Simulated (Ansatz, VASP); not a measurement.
SrCl2 in VASP and in Ansatz

Contents of INCAR:

```
SYSTEM = SrCl2
  PREC = Accurate
  ENCUT = 520
  EDIFF = 1E-6
  ISMEAR = 0
  SIGMA = 0.05
  LREAL = .False.
  LASPH = .True.
  NELM = 60
  ALGO = Normal
  ISIF = 2
  LWAVE = .False.
  LCHARG = .True.
  GGA = PE
  LELF = .True.
  LVHAR = .True.
  NBANDS = 19
```

File KPOINTS:

```
regular mesh
0
Gamma
  6 6 6
  0 0 0
```

POSCAR

```
SrCl2
1.0
    0.0000000000      3.4058593817      3.5168903975
    3.4058593817      0.0000000000      3.5168903975
    3.4058593817      3.4058593817      0.0000000000
Sr Cl
1 2
Direct
    0.0000000000      0.0000000000      0.0000000000
    0.2500000000      0.2500000000      0.2500000000
    0.7500000000      0.7500000000      0.7500000000
```

Input for Ansatz:

```yaml
crystal:
  lattice:
    - [0.0, 3.4058593817, 3.5168903975]
    - [3.4058593817, 0.0, 3.5168903975]
    - [3.4058593817, 3.4058593817, 0.0]
  atoms:
    - { symbol: Sr, position: [0.0, 0.0, 0.0] }
    - { symbol: Cl, position: [0.25, 0.25, 0.25] }
    - { symbol: Cl, position: [0.75, 0.75, 0.75] }
basis:
  ecutwfc: 420
kpoints:
  mp_grid: { grid: [6, 6, 6] }
hamiltonian:
  xc: pbe
scf:
  occupations: { method: gaussian, width: 0.05 }
output:
  forces: true
  stress: true
  eigenvalues: true
  write_density: true
  write_potential: true
  elf: true
  volumetric_format: npy
```

Alike in both runs: task single point; functional PBE; k mesh 6 × 6 × 6; occupations gaussian, width 0.05 eV; no spin polarisation.

|  | VASP | Ansatz |
| --- | --- | --- |
| version | VASP 6.6.1 | Ansatz 0.2.0 |
| potentials or method | VASP PAW PBE potentials, release 64 (Sr_sv, Cl), cutoff 520 eV | scalar-relativistic, plane waves, PAW |
| valence electrons in the cell | 24 | 24 |

VASP gave:

* gap on the k mesh at the Fermi level (eV): 5.37
* least direct gap on the mesh (eV): 5.40
* pressure (GPa): 2.7
* traceless stress, the component that is largest in VASP (GPa): -1.16

Task: Which values does Ansatz return?

Result: gap on the k mesh at the Fermi level (eV): 5.37; least direct gap on the mesh (eV): 5.41; pressure (GPa): 2.6; traceless stress, the component that is largest in VASP (GPa): -1.16.
